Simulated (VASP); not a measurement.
Here is a VASP 6.6.1 calculation.

INCAR

```
  PREC = Accurate
  ENCUT = 520
  EDIFF = 1E-6
  ISMEAR = 0
  SIGMA = 0.1
  LREAL = False
  LASPH = True
  NELM = 100
  ALGO = Normal
  ISIF = 2
  LWAVE = False
  LCHARG = False
  GGA = PE
  NBANDS = 14
```

The input KPOINTS:

```
Automatic mesh
0
Gamma
  18 18 14
```

File POSCAR:

```
GaH2
1.0
    3.0211821391      0.0000000000      0.0000000000
   -1.5105910696      2.6164204819      0.0000000000
    0.0000000000      0.0000000000      3.1719168084
Ga H
1 2
Direct
    0.0000000000      0.0000000000      0.0000000000
    0.3333333333      0.6666666667      0.5000000000
    0.6666666667      0.3333333333      0.5000000000
```

Potentials or basis: VASP PAW PBE potentials, release 64 (Ga_d, H).

The run is started by

```console
$ cat potpaw_PBE.64/Ga_d/POTCAR potpaw_PBE.64/H/POTCAR > POTCAR
$ mpirun -np 1 vasp_std > vasp.out
```

(1) Estimate the pressure.

(2) What does it give for the band gap on the k mesh?

Results:

(1) 0.0 GPa.

(2) zero (an odd number of electrons rules out a gap without spin polarisation).
